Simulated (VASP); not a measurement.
# NiO (Fm-3m) in VASP: single point with PBE+U

Aim: the single point of NiO with PBE+U.

All numbers are computed with VASP 6.6.1; they aren't measurements. Logs are shortened: lines on timing, memory, paths and dates and some standing lists are left out, and cuts for length are marked.

## Step 1: The cell of the first run

It takes space group Fm-3m (No. 225, cubic). The conventional cell has a = 4.180 Å, b = 4.180 Å, c = 4.180 Å, α = 90.00°, β = 90.00°, γ = 90.00°. Ni (site symmetry m-3m) has 6 O at 2.09 Å within 2.8 Å. O (site symmetry m-3m) has 6 Ni at 2.09 Å within 2.8 Å.

## Step 2: Single point, PBE+U, collinear spin, ferromagnetic start

The input, INCAR:

```
PREC     = Accurate       # precision mode
ENCUT    = 700            # plane-wave cutoff, eV
EDIFF    = 1E-6           # SCF threshold, eV
ISMEAR   = -1             # smearing method
SIGMA    = 0.05           # smearing width, eV
LREAL    = False          # projectors in reciprocal space
LASPH    = True           # aspherical terms in the spheres
NELM     = 200            # most SCF steps
ALGO     = Normal         # electronic algorithm
ISIF     = 2              # what is computed and relaxed
LWAVE    = False          # write WAVECAR
LCHARG   = False          # write CHGCAR
ISPIN    = 2              # spin polarisation
MAGMOM   = 2 2 0 0        # initial moments
LORBIT   = 11             # projections on sites
LMAXMIX  = 4              # l up to which the mixer works
LDAU     = True           # DFT+U
LDAUTYPE = 2            
LDAUL    = 2 -1           # shell
LDAUU    = 6.2 0          # U, eV
LDAUJ    = 0 0          
LDAUPRINT= 1            
GGA      = PE             # functional
NBANDS   = 36             # bands
GGA_COMPAT= False
```

The input, KPOINTS:

```
regular mesh
0
Gamma
  8 4 8
```

The input, POSCAR:

```
NiO
1.0
    0.0000000000      2.0900000000      2.0900000000
    4.1800000000      0.0000000000      4.1800000000
    2.0900000000      2.0900000000      0.0000000000
Ni O
2 2
Direct
    0.5000000000      0.2500000000      0.5000000000
    0.5000000000      0.7500000000      0.5000000000
    0.0000000000      0.0000000000      0.0000000000
    0.0000000000      0.5000000000      0.0000000000
```

Potentials or basis: VASP PAW PBE potentials, release 64 (Ni_sv_GW, O).

On the command line:

```
$ cat potpaw_PBE.64/Ni_sv_GW/POTCAR potpaw_PBE.64/O/POTCAR > POTCAR
$ mpirun -np 1 vasp_std > vasp.out
```

OUTCAR:

```text
PREC = Accurate
   ENCUT = 700
   EDIFF = 1E-6
   ISMEAR = -1
   LREAL = False
   LASPH = True
   NELM = 200
   ISIF = 2
   ISPIN = 2
   LORBIT = 11
   GGA = PE

 ion  position               nearest neighbor table
   1  0.500  0.250  0.500-   3 2.09   3 2.09   4 2.09   3 2.09   4 2.09   4 2.09
   2  0.500  0.750  0.500-   4 2.09   3 2.09   4 2.09   3 2.09   4 2.09   3 2.09
   3  0.000  0.000  0.000-   2 2.09   1 2.09   2 2.09   1 2.09   2 2.09   1 2.09
   4  0.000  0.500  0.000-   1 2.09   1 2.09   2 2.09   1 2.09   2 2.09   2 2.09

  LATTYP: Found a trigonal (rhomboedric) cell.
 ALAT       =     5.1194335624
 COS(alpha) =     0.8333333333

  Lattice vectors:

 A1 = (   2.0900000000,  -4.1800000000,   2.0900000000)
 A2 = (   4.1800000000,  -2.0900000000,   2.0900000000)
 A3 = (   2.0900000000,  -2.0900000000,   4.1800000000)

Analysis of symmetry for initial positions (statically):
=====================================================================
 Subroutine PRICEL returns following result:

  LATTYP: Found a face centered cubic cell.
 ALAT       =     4.1800000000
[... 12 lines left out ...]
 Subroutine GETGRP returns: Found 12 space group operations
 (whereof 12 operations were pure point group operations)
 out of a pool of 12 trial point group operations.

The static configuration has the point symmetry D_3d.

Analysis of symmetry for dynamics (positions and initial velocities):
=====================================================================
 Subroutine PRICEL returns following result:

  LATTYP: Found a face centered cubic cell.
 ALAT       =     4.1800000000
[... 12 lines left out ...]
 Subroutine GETGRP returns: Found 12 space group operations
 (whereof 12 operations were pure point group operations)
 out of a pool of 12 trial point group operations.

The dynamic configuration has the point symmetry D_3d.

Analysis of structural, dynamic, and magnetic symmetry:
=====================================================================
 Subroutine PRICEL returns following result:

  LATTYP: Found a face centered cubic cell.
 ALAT       =     4.1800000000
[... 12 lines left out ...]
 Subroutine GETGRP returns: Found 12 space group operations
 (whereof 12 operations were pure point group operations)
 out of a pool of 12 trial point group operations.

The overall configuration has the point symmetry D_3d.

 Subroutine INISYM returns: Found 12 space group operations
 (whereof 12 operations are pure point group operations),
 and found     2 'primitive' translations

----------------------------------------------------------------------------------------

                                     Primitive cell

  volume of cell :      18.2587

  direct lattice vectors                    reciprocal lattice vectors
     0.000000000  2.090000000  2.090000000    -0.239234450  0.239234450  0.239234450
     2.090000000  0.000000000  2.090000000     0.239234450 -0.239234450  0.239234450
     2.090000000  2.090000000  0.000000000     0.239234450  0.239234450 -0.239234450

  length of vectors
     2.955706345  2.955706345  2.955706345     0.414366222  0.414366222  0.414366222

  position of ions in fractional coordinates (direct lattice)
[... 157 lines left out ...]
  0.0000  0.0000  0.0000  0.9314  0.0000
  0.0000  0.0000  0.0000  0.0000  0.0958

 occupancies and eigenvectors

  o =  0.0958  v =  0.0000  0.0000  0.0000  0.0000  0.0000 -0.0000  0.0000  0.9948 -0.0000  0.1018      0.0000  0.0000  0.0000  0.0000  0.0000  0.0000  0.0000  0.0000  0.0000  0.0000
  o =  0.0958  v =  0.0000  0.0000  0.0000  0.0000  0.0000  0.0000 -0.0000 -0.1018 -0.0000  0.9948      0.0000  0.0000  0.0000  0.0000  0.0000  0.0000  0.0000  0.0000  0.0000  0.0000
  o =  0.9314  v =  0.0000  0.0000  0.0000  0.0000  0.0000  0.5774  0.5774 -0.0000 -0.5774  0.0000      0.0000  0.0000  0.0000  0.0000  0.0000  0.0000  0.0000  0.0000  0.0000  0.0000
  o =  0.9314  v =  0.0000  0.0000  0.0000  0.0000  0.0000 -0.2789  0.8040 -0.0000  0.5251  0.0000      0.0000  0.0000  0.0000  0.0000  0.0000  0.0000  0.0000  0.0000  0.0000  0.0000
  o =  0.9314  v =  0.0000  0.0000  0.0000  0.0000  0.0000  0.7674 -0.1421  0.0000  0.6253  0.0000      0.0000  0.0000  0.0000  0.0000  0.0000  0.0000  0.0000  0.0000  0.0000  0.0000
  o =  0.9386  v = -0.0989 -0.6524  0.0000 -0.7514  0.0000  0.0000  0.0000  0.0000  0.0000  0.0000      0.0000  0.0000  0.0000  0.0000  0.0000  0.0000  0.0000  0.0000  0.0000  0.0000
  o =  0.9386  v =  0.8105 -0.4909 -0.0000  0.3195  0.0000  0.0000  0.0000  0.0000  0.0000  0.0000      0.0000  0.0000  0.0000  0.0000  0.0000  0.0000  0.0000  0.0000  0.0000  0.0000
  o =  0.9386  v =  0.5774  0.5774  0.0000 -0.5774 -0.0000  0.0000  0.0000  0.0000  0.0000  0.0000      0.0000  0.0000  0.0000  0.0000  0.0000  0.0000  0.0000  0.0000  0.0000  0.0000
  o =  0.9698  v =  0.0000  0.0000  0.0000  0.0000  1.0000  0.0000  0.0000  0.0000  0.0000  0.0000      0.0000  0.0000  0.0000  0.0000  0.0000  0.0000  0.0000  0.0000  0.0000  0.0000
  o =  0.9698  v =  0.0000 -0.0000  1.0000  0.0000 -0.0000  0.0000  0.0000  0.0000  0.0000  0.0000      0.0000  0.0000  0.0000  0.0000  0.0000  0.0000  0.0000  0.0000  0.0000  0.0000

atom =   2  type =  1  l = 2

 onsite density matrix

spin component  1

  0.9386  0.0000  0.0000 -0.0000 -0.0000
  0.0000  0.9386 -0.0000 -0.0000  0.0000
  0.0000 -0.0000  0.9698  0.0000 -0.0000
 -0.0000 -0.0000  0.0000  0.9386  0.0000
 -0.0000  0.0000 -0.0000  0.0000  0.9698

spin component  2

  0.9314 -0.0000  0.0000  0.0000  0.0000
 -0.0000  0.9314 -0.0000  0.0000  0.0000
  0.0000 -0.0000  0.0958  0.0000  0.0000
  0.0000  0.0000  0.0000  0.9314  0.0000
  0.0000  0.0000  0.0000  0.0000  0.0958

 occupancies and eigenvectors

  o =  0.0958  v =  0.0000  0.0000  0.0000  0.0000  0.0000 -0.0000  0.0000  0.9999 -0.0000 -0.0129      0.0000  0.0000  0.0000  0.0000  0.0000  0.0000  0.0000  0.0000  0.0000  0.0000
  o =  0.0958  v =  0.0000  0.0000  0.0000  0.0000  0.0000  0.0000  0.0000 -0.0129  0.0000 -0.9999      0.0000  0.0000  0.0000  0.0000  0.0000  0.0000  0.0000  0.0000  0.0000  0.0000
  o =  0.9314  v =  0.0000  0.0000  0.0000  0.0000  0.0000  0.5774  0.5774 -0.0000 -0.5774 -0.0000      0.0000  0.0000  0.0000  0.0000  0.0000  0.0000  0.0000  0.0000  0.0000  0.0000
  o =  0.9314  v =  0.0000  0.0000  0.0000  0.0000  0.0000 -0.0239 -0.6948 -0.0000 -0.7188 -0.0000      0.0000  0.0000  0.0000  0.0000  0.0000  0.0000  0.0000  0.0000  0.0000  0.0000
  o =  0.9314  v =  0.0000  0.0000  0.0000  0.0000  0.0000 -0.8161  0.4288 -0.0000 -0.3873  0.0000      0.0000  0.0000  0.0000  0.0000  0.0000  0.0000  0.0000  0.0000  0.0000  0.0000
  o =  0.9386  v =  0.4650 -0.8137 -0.0000 -0.3487  0.0000  0.0000  0.0000  0.0000  0.0000  0.0000      0.0000  0.0000  0.0000  0.0000  0.0000  0.0000  0.0000  0.0000  0.0000  0.0000
  o =  0.9386  v =  0.6712  0.0671 -0.0000  0.7383 -0.0000  0.0000  0.0000  0.0000  0.0000  0.0000      0.0000  0.0000  0.0000  0.0000  0.0000  0.0000  0.0000  0.0000  0.0000  0.0000
  o =  0.9386  v = -0.5774 -0.5774  0.0000  0.5774 -0.0000  0.0000  0.0000  0.0000  0.0000  0.0000      0.0000  0.0000  0.0000  0.0000  0.0000  0.0000  0.0000  0.0000  0.0000  0.0000
  o =  0.9698  v =  0.0000  0.0000  0.0000  0.0000  1.0000  0.0000  0.0000  0.0000  0.0000  0.0000      0.0000  0.0000  0.0000  0.0000  0.0000  0.0000  0.0000  0.0000  0.0000  0.0000
  o =  0.9698  v = -0.0000  0.0000 -1.0000 -0.0000  0.0000  0.0000  0.0000  0.0000  0.0000  0.0000      0.0000  0.0000  0.0000  0.0000  0.0000  0.0000  0.0000  0.0000  0.0000  0.0000

 number of electron      47.9999998 magnetization       3.9999873

 Free energy of the ion-electron system (eV)
  ---------------------------------------------------
  ext. energy  EPLUGINS =         0.00000000
  ---------------------------------------------------
  free energy    TOTEN  =       -20.45028156 eV

  energy without entropy =      -20.45028156  energy(sigma->0) =      -20.45028156

 E-fermi :   7.3185     XC(G=0): -12.9947

 val. band max:        6.2624076367   @ k =   0.5000   0.0000   0.0000
 cond. band min:       8.5859302882   @ k =   0.0000   0.0000   0.0000
 fundamental gap:      2.3235226515
 Fermi energy:         7.3185035800

 spin component 1

 k-point     1 :       0.0000    0.0000    0.0000
  band No.  band energies     occupation
      1     -97.7935      1.00000
      2     -97.7915      1.00000
      3     -58.2002      1.00000
      4     -58.1750      1.00000
      5     -58.1750      1.00000
      6     -58.1705      1.00000
[... 1865 lines left out ...]
     35      26.0829      0.00000
     36      28.8416      0.00000

 [... further k-points ...]

------------------------ aborting loop because EDIFF is reached ----------------------------------------

  FORCE on cell =-STRESS in cart. coord.  units (eV):
  Direction    XX          YY          ZZ          XY          YZ          ZX
  --------------------------------------------------------------------------------------
  -------------------------------------------------------------------------------------
  Total        2.3232781      2.3232781      2.3232781     -0.0002631     -0.0002631      0.0002631
  in kB      101.9325608    101.9325608    101.9325608     -0.0115440     -0.0115440      0.0115440
  external PRESSURE =     101.9325608 kB  Pullay stress =       0.0000000 kB

 VOLUME and BASIS-vectors are now :
 -----------------------------------------------------------------------------
  energy-cutoff  :      700.00
  volume of cell :       36.52
      direct lattice vectors                 reciprocal lattice vectors
     0.000000000  2.090000000  2.090000000    -0.239234450  0.239234450  0.239234450
     4.180000000  0.000000000  4.180000000     0.119617225 -0.119617225  0.119617225
     2.090000000  2.090000000  0.000000000     0.239234450  0.239234450 -0.239234450

 POSITION                                       TOTAL-FORCE (eV/Angst)
 -----------------------------------------------------------------------------------
      2.09000      2.09000      2.09000        -0.000000     -0.000000      0.000000
      4.18000      2.09000      4.18000        -0.000000      0.000000     -0.000000
      0.00000      0.00000      0.00000         0.000000     -0.000000      0.000000
      2.09000      0.00000      2.09000         0.000000     -0.000000      0.000000
 -----------------------------------------------------------------------------------
    total drift:                                0.000000      0.000000      0.000000

  FREE ENERGIE OF THE ION-ELECTRON SYSTEM (eV)
  ---------------------------------------------------
  free  energy   TOTEN  =       -20.4502815611 eV

  energy  without entropy=      -20.4502815610  energy(sigma->0) =      -20.45028156

 total charge

# of ion       s       p       d       f       tot
--------------------------------------------------
    1        2.161   6.229   7.716   0.010  16.115
    2        2.161   6.229   7.716   0.010  16.115
    3        1.544   3.501   0.000   0.000   5.045
    4        1.544   3.501   0.000   0.000   5.045
--------------------------------------------------
tot          7.409  19.460  15.431   0.020  42.320

 magnetization (x)

# of ion       s       p       d       f       tot
--------------------------------------------------
    1        0.010   0.013   1.767   0.001   1.790
    2        0.010   0.013   1.767   0.001   1.790
    3        0.022   0.151   0.000   0.000   0.173
    4        0.022   0.151   0.000   0.000   0.173
--------------------------------------------------
tot          0.064   0.327   3.533   0.002   3.927
```

Run time: 5.8 min. Hardware: 1 thread of Intel Xeon Platinum 8259CL at 2.50GHz (Skylake/Cascade Lake), shared host; peak memory 0.31 GiB.

What came out:

- Free energy: -20.4503 eV
- Pressure: 10.2 GPa
- Band gap on the k mesh: 2.32 eV
- Net moment: 4.00 μB per cell
- Site moments: Ni +1.79; O +0.17 μB
- Valence electrons inside the program's atomic spheres: Ni 16.11; O 5.04

Eigenvalues of the final occupation matrices:
```tsv
site	spin	trace	eigenvalues
site 1 d	1	4.76	0.94 0.94 0.94 0.97 0.97
site 1 d	2	2.99	0.10 0.10 0.93 0.93 0.93
site 2 d	1	4.76	0.94 0.94 0.94 0.97 0.97
site 2 d	2	2.99	0.10 0.10 0.93 0.93 0.93
```

Caveat: the cell stands under pressure. The state reached can hang on the start; a lower one may exist.
